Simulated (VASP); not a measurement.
# MoS2 (P1) in VASP: electric field gradients with PBE

Aim: the electric field gradients of MoS2 with PBE.

Everything below comes from runs of VASP 6.6.1. Logs are shortened: lines on timing, memory, paths and dates and some standing lists are left out, and cuts for length are marked.

**1. The cell of the first run**

The typed cell holds 3 atoms: a = 6.443 Å, b = 6.373 Å, c = 6.355 Å, α = 28.52°, β = 28.86°, γ = 28.57°.

**2. Electric field gradients, PBE (equal xy, yz and zx shear strains of +2 %)**

INCAR reads:

```
PREC = Accurate ; ENCUT = 520
EDIFF = 1E-8 ; ISMEAR = -1
SIGMA = 0.05 ; LREAL = False
LASPH = True ; NELM = 60
ALGO = Normal ; ISIF = 2
LWAVE = False ; LCHARG = False
GGA = PE ; LEFG = True
NBANDS = 20 ; KPAR = 2
```

KPOINTS reads:

```
Automatic mesh
0
Gamma
  13 13 13
```

POSCAR reads:

```
MoS2
1.0
    1.6518644534      0.9901279603      6.1482758001
   -1.5111362602      0.9584979531      6.1166457930
    0.0429717069     -1.7649260134      6.1050684069
Mo S
1 2
Direct
    0.0000000000      0.0000000000      0.0000000000
    0.7484000000      0.7484000000      0.7484000000
    0.5849000000      0.5849000000      0.5849000000
```

Potentials or basis: VASP PAW PBE potentials, release 64 (Mo_sv, S).

Command:

```bash
> cat potpaw_PBE.64/Mo_sv/POTCAR potpaw_PBE.64/S/POTCAR > POTCAR
> mpirun -np 2 vasp_std > vasp.out
```

OUTCAR:

```text
PREC = Accurate
   ENCUT = 520
   EDIFF = 1E-8
   ISMEAR = -1
   LREAL = False
   LASPH = True
   NELM = 60
   ISIF = 2
   GGA = PE

 ion  position               nearest neighbor table
   1  0.000  0.000  0.000-   2 2.34   2 2.34   3 2.35   3 2.36   3 2.39   2 2.41
   2  0.748  0.748  0.748-   1 2.34   1 2.34   1 2.41
   3  0.585  0.585  0.585-   1 2.35   1 2.36   1 2.39

  LATTYP: Found a triclinic cell.
 ALAT       =     3.1356695793
 B/A-ratio  =     1.0088170701
 C/A-ratio  =     2.0267467573
 COS(alpha) =     0.0135895619
 COS(beta)  =     0.2410068256
 COS(gamma) =     0.4868514561

  Lattice vectors:

 A1 = (   1.5541079671,  -2.7234239665,  -0.0115773861)
 A2 = (   3.1630007136,   0.0316300072,   0.0316300071)
 A3 = (   0.0429717069,  -1.7649260134,   6.1050684069)

Analysis of symmetry for initial positions (statically):
=====================================================================
 Subroutine PRICEL returns:
 Original cell was already a primitive cell.

 Routine SETGRP: Setting up the symmetry group for a
 triclinic supercell.

 Subroutine GETGRP returns: Found  1 space group operations
 (whereof  1 operations were pure point group operations)
 out of a pool of  2 trial point group operations.

The static configuration has the point symmetry C_1 .

Analysis of symmetry for dynamics (positions and initial velocities):
=====================================================================
 Subroutine PRICEL returns:
 Original cell was already a primitive cell.

 Routine SETGRP: Setting up the symmetry group for a
 triclinic supercell.

 Subroutine GETGRP returns: Found  1 space group operations
 (whereof  1 operations were pure point group operations)
 out of a pool of  2 trial point group operations.

The dynamic configuration has the point symmetry C_1 .

 Subroutine INISYM returns: Found  1 space group operations
 (whereof  1 operations are pure point group operations),
 and found     1 'primitive' translations

----------------------------------------------------------------------------------------

                                     Primitive cell

  volume of cell :      53.0380

  direct lattice vectors                    reciprocal lattice vectors
     1.651864453  0.990127960  6.148275800     0.313871402  0.178898647  0.049508911
    -1.511136260  0.958497953  6.116645793    -0.318564788  0.185160391  0.055770655
     0.042971707 -1.764926013  6.105068407     0.003076137 -0.365676287  0.058062613

  length of vectors
     6.442849126  6.373037492  6.355208152     0.364652046  0.372663736  0.370270005

  position of ions in fractional coordinates (direct lattice)
     0.000000000  0.000000000  0.000000000
     0.748400000  0.748400000  0.748400000
     0.584900000  0.584900000  0.584900000

  ion indices of the primitive-cell ions
   primitive index   ion index
                 1           1
                 2           2
                 3           3

----------------------------------------------------------------------------------------

 KPOINTS: Automatic mesh

Automatic generation of k-mesh.
 Grid dimensions read from file:
 generate k-points for:   13   13   13

 Generating k-lattice:

  Cartesian coordinates                     Fractional coordinates (reciprocal lattice)
     0.024143954  0.013761434  0.003808378     0.076923077  0.000000000 -0.000000000
    -0.024504984  0.014243107  0.004290050     0.000000000  0.076923077  0.000000000
     0.000236626 -0.028128945  0.004466355     0.000000000  0.000000000  0.076923077

  Length of vectors
     0.028050157  0.028666441  0.028482308

  Shift w.r.t. Gamma in fractional coordinates (k-lattice)
     0.000000000  0.000000000  0.000000000

 Subroutine IBZKPT returns following result:
 ===========================================

 Found   1099 irreducible k-points:

 Following reciprocal coordinates:
            Coordinates               Weight
  0.000000  0.000000  0.000000      1.000000
  0.076923 -0.000000 -0.000000      2.000000
  0.153846 -0.000000 -0.000000      2.000000
  0.230769 -0.000000  0.000000      2.000000
  0.307692 -0.000000 -0.000000      2.000000
  0.384615 -0.000000 -0.000000      2.000000
[... 16 lines left out ...]
  0.153846  0.153846  0.000000      2.000000
  0.230769  0.153846 -0.000000      2.000000
 [... further k-points ...]
   k-points           NKPTS =   1099   k-points in BZ     NKDIM =   1099   number of bands    NBANDS=     20
   number of dos      NEDOS =    301   number of ions     NIONS =      3
   total plane-waves  NPLWV = 110592
   dimension x,y,z NGX =    48 NGY =   48 NGZ =   48
   dimension x,y,z NGXF=    96 NGYF=   96 NGZF=   96
   ions per type =               1   2
   NGX,Y,Z   is equivalent  to a cutoff of  12.39, 12.52, 12.56 a.u.
   NGXF,Y,Z  is equivalent  to a cutoff of  24.77, 25.04, 25.11 a.u.
 SYSTEM =  unknown system
   PREC   = accura    normal or accurate (medium, high low for compatibility)
   ISTART =      0    job   : 0-new  1-cont  2-samecut
   ICHARG =      2    charge: 1-file 2-atom 10-const
   ISPIN  =      1    spin polarized calculation?
   LNONCOLLINEAR =      F non collinear calculations
   LSORBIT =      F    spin-orbit coupling
   LASPH  =      T    aspherical Exc in radial PAW
   ENCUT  =  520.0 eV  38.22 Ry    6.18 a.u.  11.98 11.85 11.82*2*pi/ulx,y,z
   NELM   =     60;   NELMIN=  2; NELMDL= -5     # of ELM steps
   EDIFF  = 0.1E-07   stopping-criterion for ELM
   LREAL  =      F    real-space projection
   EDIFFG = 0.1E-06   stopping-criterion for IOM
   NSW    =      0    number of steps for IOM
   IBRION =     -1    ionic relax: 0-MD 1-quasi-New 2-CG
   NFREE  =      0    steps in history (QN), initial steepest desc. (CG)
   ISIF   =      2    stress and relaxation
   ISYM   =      2    0-nonsym 1-usesym 2-fastsym
   POTIM  = 0.5000    time-step for ionic-motion
   TEBEG  =    0.0;   TEEND  =   0.0 temperature during run
   PSTRESS=    0.0 pullay stress
   NELECT =      26.0000    total number of electrons
   NUPDOWN=      -1.0000    fix difference up-down
   EMIN   =  10.00;   EMAX   =-10.00  energy-range for DOS
   EFERMI =   0.00;   METHOD = LEGACY
   ISMEAR =    -1;   SIGMA  =   0.05  broadening in eV -4-tet -1-fermi 0-gaus
   EFERMI_NEDOS =   21; number of points for ismear=-14 and -15
   IALGO  =     38    algorithm
   IMIX   =      4    mixing-type and parameters
     AMIX     =   0.40;   BMIX     =  1.00
     AMIX_MAG =   1.60;   BMIX_MAG =  1.00
  volume/ion in A,a.u.               =      17.68       119.31
  Fermi-wavevector in a.u.,A,eV,Ry     =   1.290833  2.439321 22.670713  1.666250
  Thomas-Fermi vector in A             =   2.422640
   LORBIT       =      0    0 simple, 1 ext, 2 COOP (PROOUT), +10 PAW based schemes
   GGA     = PE    functional components
   LHFCALC =     F    Hartree Fock is set to
   AEXX    =    0.0000 exact exchange contribution
   IVDW    =     0    specifies the selected vdW correction
   LEPSILON=     F    determine dielectric tensor
   LRPA    =     F    only Hartree local field effects (RPA)
 non-spin polarized calculation
  energy-cutoff  :      520.00
  volume of cell :       53.04
 maximum number of plane-waves:      1448
   NGX = 23   NGY = 23   NGZ = 23

 number of electron      26.0000001 magnetization

 Free energy of the ion-electron system (eV)
  ---------------------------------------------------
  ext. energy  EPLUGINS =         0.00000000
  ---------------------------------------------------
  free energy    TOTEN  =       -21.69606828 eV

  energy without entropy =      -21.69606215  energy(sigma->0) =      -21.69606521

 E-fermi :   8.1191     XC(G=0): -10.7976

 val. band max:        7.8153414814   @ k =   0.4615   0.4615   0.4615
 cond. band min:       8.5531545922   @ k =  -0.3077   0.0000   0.3077
 fundamental gap:      0.7378131108
 Fermi energy:         8.1190616714

 k-point     1 :       0.0000    0.0000    0.0000
  band No.  band energies     occupation
      1     -53.8697      2.00000
      2     -28.0472      2.00000
      3     -27.8469      2.00000
      4     -27.8166      2.00000
      5      -7.5401      2.00000
      6      -5.7029      2.00000
[... 12 lines left out ...]
     19      15.8820      0.00000
     20      16.0887      0.00000

 k-point     2 :       0.0769   -0.0000   -0.0000
  band No.  band energies     occupation
      1     -53.8674      2.00000
      2     -28.0426      2.00000
      3     -27.8698      2.00000
      4     -27.8225      2.00000
      5      -7.4492      2.00000
      6      -5.6793      2.00000
[... 12 lines left out ...]
     19      16.1325      0.00000
     20      16.2886      0.00000

 k-point     3 :       0.1538   -0.0000   -0.0000
  band No.  band energies     occupation
      1     -53.8611      2.00000
      2     -28.0298      2.00000
      3     -27.9341      2.00000
      4     -27.8372      2.00000
      5      -7.1887      2.00000
      6      -5.6116      2.00000
[... 12 lines left out ...]
     19      16.2359      0.00000
     20      16.8363      0.00000

 k-point     4 :       0.2308   -0.0000    0.0000
  band No.  band energies     occupation
      1     -53.8521      2.00000
      2     -28.0279      2.00000
      3     -28.0083      2.00000
      4     -27.8571      2.00000
      5      -6.7955      2.00000
      6      -5.5106      2.00000
[... 12 lines left out ...]
     19      16.1928      0.00000
     20      16.5756      0.00000

 k-point     5 :       0.3077   -0.0000   -0.0000
  band No.  band energies     occupation
      1     -53.8426      2.00000
      2     -28.1206      2.00000
      3     -27.9911      2.00000
      4     -27.8779      2.00000
      5      -6.3340      2.00000
      6      -5.3957      2.00000
[... 12 lines left out ...]
     19      15.3345      0.00000
     20      15.7963      0.00000
[... 353 lines left out ...]
      6      -5.6043      2.00000
[... 12 lines left out ...]
     19      16.2164      0.00000
     20      16.9421      0.00000

 k-point    22 :       0.0769    0.1538    0.0000
  band No.  band energies     occupation
      1     -53.8623      2.00000
      2     -28.0326      2.00000
      3     -27.8938      2.00000
      4     -27.8593      2.00000
      5      -7.2542      2.00000
      6      -5.6388      2.00000
[... 12 lines left out ...]
     19      16.2328      0.00000
     20      16.8798      0.00000

 k-point    23 :       0.1538    0.1538    0.0000
  band No.  band energies     occupation
      1     -53.8605      2.00000
      2     -28.0290      2.00000
      3     -27.9246      2.00000
      4     -27.8516      2.00000
      5      -7.1684      2.00000
      6      -5.6283      2.00000
[... 12 lines left out ...]
     19      16.2716      0.00000
     20      16.8816      0.00000

 k-point    24 :       0.2308    0.1538   -0.0000
  band No.  band energies     occupation
      1     -53.8551      2.00000
      2     -28.0184      2.00000
      3     -27.9795      2.00000
      4     -27.8639      2.00000
      5      -6.9247      2.00000
      6      -5.5726      2.00000
[... 12 lines left out ...]
     19      16.4273      0.00000
     20      16.6693      0.00000

 [... further k-points ...]
[... 5 lines left out ...]
  --------------------------------------------------------------------------------------
  -------------------------------------------------------------------------------------
  Total        2.3050051      2.3406031      4.6099720     -0.5895208     -1.0020166     -1.0118510
  in kB       69.6297814     70.7051292    139.2584098    -17.8082937    -30.2689995    -30.5660774
  external PRESSURE =      93.1977735 kB  Pullay stress =       0.0000000 kB

 VOLUME and BASIS-vectors are now :
 -----------------------------------------------------------------------------
  energy-cutoff  :      520.00
  volume of cell :       53.04
      direct lattice vectors                 reciprocal lattice vectors
     1.651864453  0.990127960  6.148275800     0.313871402  0.178898647  0.049508911
    -1.511136260  0.958497953  6.116645793    -0.318564788  0.185160391  0.055770655
     0.042971707 -1.764926013  6.105068407     0.003076137 -0.365676287  0.058062613

 POSITION                                       TOTAL-FORCE (eV/Angst)
 -----------------------------------------------------------------------------------
      0.00000      0.00000      0.00000         0.153690     -0.006520     -0.034768
      0.13748      0.13748     13.74810        -0.397311     -0.318498      1.313051
      0.10745      0.10745     10.74461         0.243621      0.325018     -1.278282
 -----------------------------------------------------------------------------------
    total drift:                               -0.000052      0.000037      0.000035

  FREE ENERGIE OF THE ION-ELECTRON SYSTEM (eV)
  ---------------------------------------------------
  free  energy   TOTEN  =       -21.6960682775 eV

  energy  without entropy=      -21.6960621489  energy(sigma->0) =      -21.69606521

 Electric field gradients (V/A^2)
---------------------------------------------------------------------
 ion       V_xx      V_yy      V_zz      V_xy      V_xz      V_yz
---------------------------------------------------------------------
   1      46.703    46.327   -93.030    10.220    18.017    17.934
   2      33.506    29.529   -63.035     2.431     5.704     4.427
   3      28.596    32.946   -61.542    -1.740     3.130     4.500
---------------------------------------------------------------------

 Electric field gradients after diagonalization (V/A^2)
 (convention: |V_zz| > |V_xx| > |V_yy|)
----------------------------------------------------------------------
 ion       V_xx      V_yy      V_zz     asymmetry (V_yy - V_xx)/ V_zz
----------------------------------------------------------------------
   1      60.934    36.293   -97.228       0.253
   2      35.166    28.401   -63.567       0.106
   3      33.669    28.201   -61.870       0.088
----------------------------------------------------------------------

           NMR quadrupolar parameters

 Cq : quadrupolar parameter    Cq=e*Q*V_zz/h
 eta: asymmetry parameters     (V_yy - V_xx)/ V_zz
 Q  : nuclear electric quadrupole moment in mb (millibarn)
----------------------------------------------------------------------
 ion       Cq(MHz)       eta       Q (mb)
----------------------------------------------------------------------
   1      -0.235       0.253       1.000
   2      -0.154       0.106       1.000
   3      -0.150       0.088       1.000
----------------------------------------------------------------------
```

Wall time 23 min (2 MPI ranks of Intel Xeon Platinum 8488C (Sapphire Rapids), shared host); peak memory 1.1 GiB.

Results:

```yaml
Free_energy: -21.6961 eV
Pressure: 9.3 GPa
Largest_force: 1.408 eV/Å
Band_gap_on_the_k_mesh: 0.74 eV (least direct gap 1.76 eV)
Largest_electric_field_gradient_by_atom: Mo -97.2; S -63.6, -61.9 V/Å²
```

Forces on the atoms (eV/Å):
```
Mo   0.154 -0.007 -0.035
S   -0.397 -0.318  1.313
S    0.244  0.325 -1.278
```

Electric field gradients, principal values (V/Å²):
| atom | least | middle | greatest (by size) |
| --- | --- | --- | --- |
| 1 Mo | 36.293 | 60.934 | -97.228 |
| 2 S | 28.401 | 35.166 | -63.567 |
| 3 S | 28.201 | 33.669 | -61.870 |

Caveat: the cell differs from its parent crystal (equal xy, yz and zx shear strains of +2 %); the stress differs along the axes, from 7 to 14 GPa; without QUAD_EFG the Cq values of the log hold for a quadrupole moment of 1 mb, not for the nuclei; forces of over 1 eV/Å act on the atoms, so gaps and moduli don't describe the material at rest.
